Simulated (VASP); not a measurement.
Rb, 2 atoms in the cell. Symmetry: Fd-3m, No. 227, cubic system. The conventional cell has a = 10.413 Å, b = 10.413 Å, c = 10.413 Å, α = 90.00°, β = 90.00°, γ = 90.00°. This isn't the form of Rb at room conditions, which is bcc.

* Program: VASP 6.6.1
* Task: single point
* Functional: PBE
* Potentials or basis: VASP PAW PBE potentials, release 64 (Rb_sv)
* Cutoff: 520 eV
* k mesh: 7 × 7 × 7
* Occupations: fermi-dirac, width 0.08 eV
* Spin: no spin polarisation
* Dipole correction: no
* k mesh for the DOS: 11 × 11 × 11
* Occupations for the DOS: tetrahedron
* Further INCAR settings: ALGO = Normal; EDIFF = 1e-06; NBANDS = 16

Potentials or basis: VASP PAW PBE potentials, release 64 (Rb_sv).

Run with:

```console
$ cat potpaw_PBE.64/Rb_sv/POTCAR > POTCAR
$ cp INCAR.step1 INCAR
$ cp KPOINTS.step1 KPOINTS
$ mpirun -np 1 vasp_std > vasp.out
$ cp INCAR.step2 INCAR
$ cp KPOINTS.step2 KPOINTS
$ mpirun -np 1 vasp_std > vasp.out
```

Hardware: 1 thread of Oxide Virtual Turin-like Processor, on a shared host.

**Question.** Estimate the wall time of this run.

**Answer.** It took 6 min on 1 thread of Oxide Virtual Turin-like Processor, with other jobs on the host, peak memory 0.47 GiB. Counts: k points 56.
